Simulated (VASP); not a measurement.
# CuO (Fm-3m) in VASP: further runs

CuO is run at these levels: PBE; tasks: single point.

All numbers are computed with VASP 6.6.1; they aren't measurements. Logs are shortened: lines on timing, memory, paths and dates and some standing lists are left out, and cuts for length are marked.

**1. The cell of the first run**

Symmetry: Fm-3m, No. 225, cubic system. The conventional cell has a = 4.286 Å, b = 4.286 Å, c = 4.286 Å, α = 90.00°, β = 90.00°, γ = 90.00°. Cu (site symmetry m-3m) has 6 O at 2.14 Å within 2.8 Å. O (site symmetry m-3m) has 6 Cu at 2.14 Å within 2.8 Å.

**2. Single point, PBE (9.84 Å³/atom)**

INCAR reads:

```
SYSTEM = CuO
  PREC = Accurate
  ENCUT = 520
  EDIFF = 1E-6
  ISMEAR = 0
  SIGMA = 0.1
  LREAL = .FALSE.
  LASPH = .TRUE.
  NELM = 100
  ALGO = Normal
  ISIF = 2
  LWAVE = .FALSE.
  LCHARG = .TRUE.
  GGA = PE
  LELF = .TRUE.
  LVHAR = .TRUE.
  NBANDS = 16
```

KPOINTS reads:

```
Automatic mesh
0
G
  22 22 22
  0 0 0
```

POSCAR reads:

```
CuO
1.0
    0.0000000000      2.1430489238      2.1430489238
    2.1430489238      0.0000000000      2.1430489238
    2.1430489238      2.1430489238      0.0000000000
Cu O
1 1
Direct
    0.0000000000      0.0000000000      0.0000000000
    0.5000000000      0.5000000000      0.5000000000
```

Potentials or basis: VASP PAW PBE potentials, release 64 (Cu, O).

Launch:

```console
> cat potpaw_PBE.64/Cu/POTCAR potpaw_PBE.64/O/POTCAR > POTCAR
> mpirun -np 1 vasp_std > vasp.out
```

OUTCAR:

```text
SYSTEM = CuO
   PREC = Accurate
   ENCUT = 520
   EDIFF = 1E-6
   ISMEAR = 0
   LREAL = .FALSE.
   LASPH = .TRUE.
   NELM = 100
   ISIF = 2
   GGA = PE

 ion  position               nearest neighbor table
   1  0.000  0.000  0.000-   2 2.14   2 2.14   2 2.14   2 2.14   2 2.14   2 2.14
   2  0.500  0.500  0.500-   1 2.14   1 2.14   1 2.14   1 2.14   1 2.14   1 2.14

  LATTYP: Found a face centered cubic cell.
 ALAT       =     4.2860978476

  Lattice vectors:

 A1 = (   0.0000000000,   2.1430489238,   2.1430489238)
 A2 = (   2.1430489238,   0.0000000000,   2.1430489238)
 A3 = (   2.1430489238,   2.1430489238,   0.0000000000)

Analysis of symmetry for initial positions (statically):
=====================================================================
 Subroutine PRICEL returns:
 Original cell was already a primitive cell.

 Routine SETGRP: Setting up the symmetry group for a
 face centered cubic supercell.

 Subroutine GETGRP returns: Found 48 space group operations
 (whereof 48 operations were pure point group operations)
 out of a pool of 48 trial point group operations.

The static configuration has the point symmetry O_h .

Analysis of symmetry for dynamics (positions and initial velocities):
=====================================================================
 Subroutine PRICEL returns:
 Original cell was already a primitive cell.

 Routine SETGRP: Setting up the symmetry group for a
 face centered cubic supercell.

 Subroutine GETGRP returns: Found 48 space group operations
 (whereof 48 operations were pure point group operations)
 out of a pool of 48 trial point group operations.

The dynamic configuration has the point symmetry O_h .

 Subroutine INISYM returns: Found 48 space group operations
 (whereof 48 operations are pure point group operations),
 and found     1 'primitive' translations

----------------------------------------------------------------------------------------

                                     Primitive cell

  volume of cell :      19.6846

  direct lattice vectors                    reciprocal lattice vectors
     0.000000000  2.143048924  2.143048924    -0.233312452  0.233312452  0.233312452
     2.143048924  0.000000000  2.143048924     0.233312452 -0.233312452  0.233312452
     2.143048924  2.143048924  0.000000000     0.233312452  0.233312452 -0.233312452

  length of vectors
     3.030728853  3.030728853  3.030728853     0.404109022  0.404109022  0.404109022

  position of ions in fractional coordinates (direct lattice)
     0.000000000  0.000000000  0.000000000
     0.500000000  0.500000000  0.500000000

  ion indices of the primitive-cell ions
   primitive index   ion index
                 1           1
                 2           2

----------------------------------------------------------------------------------------

 KPOINTS: Automatic mesh

Automatic generation of k-mesh.
 Grid dimensions read from file:
 generate k-points for:   22   22   22

 Generating k-lattice:

  Cartesian coordinates                     Fractional coordinates (reciprocal lattice)
    -0.010605111  0.010605111  0.010605111     0.045454545  0.000000000  0.000000000
     0.010605111 -0.010605111  0.010605111     0.000000000  0.045454545  0.000000000
     0.010605111  0.010605111 -0.010605111     0.000000000  0.000000000  0.045454545

  Length of vectors
     0.018368592  0.018368592  0.018368592

  Shift w.r.t. Gamma in fractional coordinates (k-lattice)
     0.000000000  0.000000000  0.000000000

 Subroutine IBZKPT returns following result:
 ===========================================

 Found    328 irreducible k-points:

 Following reciprocal coordinates:
            Coordinates               Weight
  0.000000  0.000000  0.000000      1.000000
  0.045455  0.000000  0.000000      8.000000
  0.090909  0.000000  0.000000      8.000000
  0.136364  0.000000  0.000000      8.000000
  0.181818  0.000000  0.000000      8.000000
  0.227273  0.000000  0.000000      8.000000
[... 16 lines left out ...]
  0.500000  0.045455  0.000000     24.000000
 -0.454545  0.045455  0.000000     24.000000
 [... further k-points ...]
   k-points           NKPTS =    328   k-points in BZ     NKDIM =    328   number of bands    NBANDS=     16
   number of dos      NEDOS =    301   number of ions     NIONS =      2
   total plane-waves  NPLWV =  13824
   dimension x,y,z NGX =    24 NGY =   24 NGZ =   24
   dimension x,y,z NGXF=    48 NGYF=   48 NGZF=   48
   ions per type =               1   1
   NGX,Y,Z   is equivalent  to a cutoff of  13.16, 13.16, 13.16 a.u.
   NGXF,Y,Z  is equivalent  to a cutoff of  26.33, 26.33, 26.33 a.u.
 SYSTEM =  CuO
   PREC   = accura    normal or accurate (medium, high low for compatibility)
   ISTART =      0    job   : 0-new  1-cont  2-samecut
   ICHARG =      2    charge: 1-file 2-atom 10-const
   ISPIN  =      1    spin polarized calculation?
   LNONCOLLINEAR =      F non collinear calculations
   LSORBIT =      F    spin-orbit coupling
   LASPH  =      T    aspherical Exc in radial PAW
   ENCUT  =  520.0 eV  38.22 Ry    6.18 a.u.   5.64  5.64  5.64*2*pi/ulx,y,z
   NELM   =    100;   NELMIN=  2; NELMDL= -5     # of ELM steps
   EDIFF  = 0.1E-05   stopping-criterion for ELM
   LREAL  =      F    real-space projection
   EDIFFG = 0.1E-04   stopping-criterion for IOM
   NSW    =      0    number of steps for IOM
   IBRION =     -1    ionic relax: 0-MD 1-quasi-New 2-CG
   NFREE  =      0    steps in history (QN), initial steepest desc. (CG)
   ISIF   =      2    stress and relaxation
   ISYM   =      2    0-nonsym 1-usesym 2-fastsym
   POTIM  = 0.5000    time-step for ionic-motion
   TEBEG  =    0.0;   TEEND  =   0.0 temperature during run
   PSTRESS=    0.0 pullay stress
   NELECT =      17.0000    total number of electrons
   NUPDOWN=      -1.0000    fix difference up-down
   EMIN   =  10.00;   EMAX   =-10.00  energy-range for DOS
   EFERMI =   0.00;   METHOD = LEGACY
   ISMEAR =     0;   SIGMA  =   0.10  broadening in eV -4-tet -1-fermi 0-gaus
   EFERMI_NEDOS =   21; number of points for ismear=-14 and -15
   IALGO  =     38    algorithm
   IMIX   =      4    mixing-type and parameters
     AMIX     =   0.40;   BMIX     =  1.00
     AMIX_MAG =   1.60;   BMIX_MAG =  1.00
  volume/ion in A,a.u.               =       9.84        66.42
  Fermi-wavevector in a.u.,A,eV,Ry     =   1.559011  2.946103 33.069149  2.430514
  Thomas-Fermi vector in A             =   2.662431
   LORBIT       =      0    0 simple, 1 ext, 2 COOP (PROOUT), +10 PAW based schemes
   GGA     = PE    functional components
   LHFCALC =     F    Hartree Fock is set to
   AEXX    =    0.0000 exact exchange contribution
   IVDW    =     0    specifies the selected vdW correction
   LEPSILON=     F    determine dielectric tensor
   LRPA    =     F    only Hartree local field effects (RPA)
 non-spin polarized calculation
 Gauss-broadening in eV      SIGMA  =   0.10
  energy-cutoff  :      520.00
  volume of cell :       19.68
 maximum number of plane-waves:       544
   NGX = 11   NGY = 11   NGZ = 11

 number of electron      17.0000014 magnetization

 Free energy of the ion-electron system (eV)
  ---------------------------------------------------
  ext. energy  EPLUGINS =         0.00000000
  ---------------------------------------------------
  free energy    TOTEN  =        -9.53066549 eV

  energy without entropy =       -9.52366189  energy(sigma->0) =       -9.52716369

 E-fermi :   5.6983     XC(G=0): -12.2078

 val. band max:        5.6948073993   @ k =  -0.4545   0.2273   0.0000
 cond. band min:       5.7055843724   @ k =  -0.2273   0.3636   0.1364
 fundamental gap:      0.0107769731
 Fermi energy:         5.6982820925

 k-point     1 :       0.0000    0.0000    0.0000
  band No.  band energies     occupation
      1     -13.5211      2.00000
      2       3.3614      2.00000
      3       3.3614      2.00000
      4       3.3614      2.00000
      5       3.4840      2.00000
      6       3.4840      2.00000
[... 8 lines left out ...]
     15      26.3968      0.00000
     16      26.3968      0.00000

 k-point     2 :       0.0455    0.0000    0.0000
  band No.  band energies     occupation
      1     -13.5005      2.00000
      2       3.0913      2.00000
      3       3.1433      2.00000
      4       3.1433      2.00000
      5       3.4024      2.00000
      6       3.4024      2.00000
[... 8 lines left out ...]
     15      26.2958      0.00000
     16      26.2958      0.00000

 k-point     3 :       0.0909    0.0000    0.0000
  band No.  band energies     occupation
      1     -13.4396      2.00000
      2       2.5987      2.00000
      3       2.7911      2.00000
      4       2.7911      2.00000
      5       3.4303      2.00000
      6       3.4303      2.00000
[... 8 lines left out ...]
     15      26.1697      0.00000
     16      26.1697      0.00000

 k-point     4 :       0.1364    0.0000    0.0000
  band No.  band energies     occupation
      1     -13.3416      2.00000
      2       1.9996      2.00000
      3       2.4536      2.00000
      4       2.4536      2.00000
      5       3.4790      2.00000
      6       3.4790      2.00000
[... 8 lines left out ...]
     15      26.2322      0.00000
     16      26.2323      0.00000

 k-point     5 :       0.1818    0.0000    0.0000
  band No.  band energies     occupation
      1     -13.2120      2.00000
      2       1.3628      2.00000
      3       2.1405      2.00000
      4       2.1405      2.00000
      5       3.5427      2.00000
      6       3.5427      2.00000
[... 8 lines left out ...]
     15      26.5024      0.00000
     16      26.5024      0.00000

 k-point     6 :       0.2273    0.0000    0.0000
  band No.  band energies     occupation
      1     -13.0586      2.00000
      2       0.7333      2.00000
      3       1.8581      2.00000
      4       1.8581      2.00000
      5       3.6164      2.00000
      6       3.6164      2.00000
[... 8 lines left out ...]
     15      26.9344      0.00000
     16      26.9344      0.00000

 k-point     7 :       0.2727    0.0000    0.0000
  band No.  band energies     occupation
      1     -12.8919      2.00000
      2       0.1427      2.00000
      3       1.6110      2.00000
      4       1.6110      2.00000
      5       3.6944      2.00000
      6       3.6944      2.00000
[... 8 lines left out ...]
     15      27.4928      0.00000
     16      27.4928      0.00000

 k-point     8 :       0.3182    0.0000    0.0000
  band No.  band energies     occupation
      1     -12.7243      2.00000
      2      -0.3836      2.00000
      3       1.4034      2.00000
      4       1.4034      2.00000
      5       3.7703      2.00000
      6       3.7703      2.00000
[... 8 lines left out ...]
     15      28.1504      0.00000
     16      28.1504      0.00000

 k-point     9 :       0.3636    0.0000    0.0000
  band No.  band energies     occupation
      1     -12.5706      2.00000
      2      -0.8229      2.00000
      3       1.2385      2.00000
      4       1.2385      2.00000
      5       3.8378      2.00000
      6       3.8378      2.00000
[... 8 lines left out ...]
     15      28.8754      0.00000
     16      28.8754      0.00000
[... 172 lines left out ...]
 k-point    19 :       0.3182    0.0455    0.0000
  band No.  band energies     occupation
      1     -12.7688      2.00000
      2      -0.2176      2.00000
      3       1.4123      2.00000
      4       1.5291      2.00000
      5       3.6910      2.00000
      6       3.7882      2.00000
[... 8 lines left out ...]
     15      27.3094      0.00000
     16      28.7096      0.00000

 k-point    20 :       0.3636    0.0455    0.0000
  band No.  band energies     occupation
      1     -12.6108      2.00000
      2      -0.6735      2.00000
      3       1.2406      2.00000
      4       1.3383      2.00000
      5       3.7693      2.00000
      6       3.8521      2.00000
[... 8 lines left out ...]
     15      27.9975      0.00000
     16      29.3325      0.00000

 k-point    21 :       0.4091    0.0455    0.0000
  band No.  band energies     occupation
      1     -12.4767      2.00000
      2      -1.0332      2.00000
      3       1.1155      2.00000
      4       1.1913      2.00000
      5       3.8382      2.00000
      6       3.9016      2.00000
[... 8 lines left out ...]
     15      28.7160      0.00000
     16      29.9649      0.00000

 k-point    22 :       0.4545    0.0455    0.0000
  band No.  band energies     occupation
      1     -12.3807      2.00000
      2      -1.2773      2.00000
      3       1.0383      2.00000
      4       1.0905      2.00000
      5       3.8911      2.00000
      6       3.9318      2.00000
[... 8 lines left out ...]
     15      29.3701      0.00000
     16      30.4635      0.00000

 k-point    23 :       0.5000    0.0455    0.0000
  band No.  band energies     occupation
      1     -12.3346      2.00000
      2      -1.3916      2.00000
      3       1.0100      2.00000
      4       1.0370      2.00000
      5       3.9231      2.00000
      6       3.9396      2.00000
[... 8 lines left out ...]
     15      29.8271      0.00000
     16      30.5530      0.00000

 k-point    24 :      -0.4545    0.0455    0.0000
  band No.  band energies     occupation
      1     -12.3439      2.00000
      2      -1.3688      2.00000
      3       1.0309      2.00000
      4       1.0316      2.00000
      5       3.9243      2.00000
      6       3.9311      2.00000
[... 8 lines left out ...]
     15      30.0268      0.00000
     16      30.1064      0.00000

 [... further k-points ...]

------------------------ aborting loop because EDIFF is reached ----------------------------------------

  FORCE on cell =-STRESS in cart. coord.  units (eV):
  Direction    XX          YY          ZZ          XY          YZ          ZX
  --------------------------------------------------------------------------------------
  -------------------------------------------------------------------------------------
  Total       -0.5799392     -0.5799392     -0.5799392      0.0000000      0.0000000      0.0000000
  in kB      -47.2026953    -47.2026953    -47.2026953      0.0000000      0.0000000      0.0000000
  external PRESSURE =     -47.2026953 kB  Pullay stress =       0.0000000 kB

 VOLUME and BASIS-vectors are now :
 -----------------------------------------------------------------------------
  energy-cutoff  :      520.00
  volume of cell :       19.68
      direct lattice vectors                 reciprocal lattice vectors
     0.000000000  2.143048924  2.143048924    -0.233312452  0.233312452  0.233312452
     2.143048924  0.000000000  2.143048924     0.233312452 -0.233312452  0.233312452
     2.143048924  2.143048924  0.000000000     0.233312452  0.233312452 -0.233312452

 POSITION                                       TOTAL-FORCE (eV/Angst)
 -----------------------------------------------------------------------------------
      0.00000      0.00000      0.00000        -0.000000     -0.000000      0.000000
      2.14305      2.14305      2.14305         0.000000      0.000000     -0.000000
 -----------------------------------------------------------------------------------
    total drift:                                0.000000     -0.000000     -0.000000

  FREE ENERGIE OF THE ION-ELECTRON SYSTEM (eV)
  ---------------------------------------------------
  free  energy   TOTEN  =        -9.5306654875 eV

  energy  without entropy=       -9.5236618905  energy(sigma->0) =       -9.52716369
```

Run time: 1.9 min. Hardware: 1 thread of Intel Xeon 8259CL, shared host; peak memory 0.22 GiB.

Results:

```yaml
Free_energy: -9.5307 eV
Pressure: -4.7 GPa
Band_gap_on_the_k_mesh: zero (an odd number of electrons rules out a gap without spin polarisation)
```

Levels at points of the mesh, in eV from the Fermi level:
```tsv
k point	band 7	band 8	band 9	band 10	band 11	band 12
(0.00, 0.00, 0.00)	-2.21	-2.10	-2.10	1.28	18.09	18.46
(0.50, 0.00, 0.00)	-1.35	0.70	0.70	5.70	9.30	13.59
(0.50, 0.50, 0.00)	-1.58	-1.58	-1.45	5.48	10.40	12.00
```

Caveat: the cell stands under tension; an odd number of electrons without spin polarisation forces a metal; a magnetic or distorted state may lie lower; semilocal functionals often make such compounds metallic where correlation or magnetic order opens a gap, which also shifts bond lengths.

(Part 1 of 2 ends here.)
